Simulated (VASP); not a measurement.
Write the native input for VASP 6.6.1 that does the following.

```yaml
Task: electric field gradients
Functional: LDA
Potentials_or_basis: VASP PAW LDA potentials, release 64 (Na_pv, I)
Cutoff: 520 eV
k_mesh: 8 × 8 × 8
Occupations: fermi-dirac, width 0.02 eV
Spin: no spin polarisation
Dipole_correction: no
Further_INCAR_settings: ALGO = Normal; EDIFF = 1e-08; NBANDS = 14
```

The structure of NaI lies in POSCAR:

```
NaI
1.0
    0.0000000000      3.2364000000      3.1716720000
    3.2364000000      0.0000000000      3.1716720000
    3.2364000000      3.2364000000      0.0000000000
Na I
1 1
Direct
    0.0000000000      0.0000000000      0.0000000000
    0.5000000000      0.5000000000      0.5000000000
```

This cell differs from its parent crystal: zz strain of -2 %.

These files were run (other wordings do the same):

INCAR

```
SYSTEM = NaI
PREC = Accurate
ENCUT = 520
EDIFF = 1E-8
ISMEAR = -1
SIGMA = 0.02
LREAL = .False.
LASPH = .True.
NELM = 100
ALGO = Normal
ISIF = 2
LWAVE = .False.
LCHARG = .False.
GGA = CA
LEFG = .True.
NBANDS = 14
```

KPOINTS

```
regular mesh
0
Gamma
  8 8 8
  0 0 0
```

Potentials or basis: VASP PAW LDA potentials, release 64 (Na_pv, I).

Run with:

```console
$ cat potpaw_LDA.64/Na_pv/POTCAR potpaw_LDA.64/I/POTCAR > POTCAR
$ mpirun -np 1 vasp_std > vasp.out
```

It gave:

```
Pressure                                : -1.3 GPa
Band gap on the k mesh                  : 3.39 eV
Largest electric field gradient by atom : Na -1.4; I +1.3 V/Å²
```

Caveat: the cell differs from its parent crystal (zz strain of -2 %); without QUAD_EFG the Cq values of the log hold for a quadrupole moment of 1 mb, not for the nuclei; spin-orbit coupling is left out, which moves the levels of the heavy elements.

Run time: 28 s on 1 thread of Intel(R) Xeon(R) Platinum 8488C (Sapphire Rapids), with other jobs on the host, peak memory 0.2 GiB.
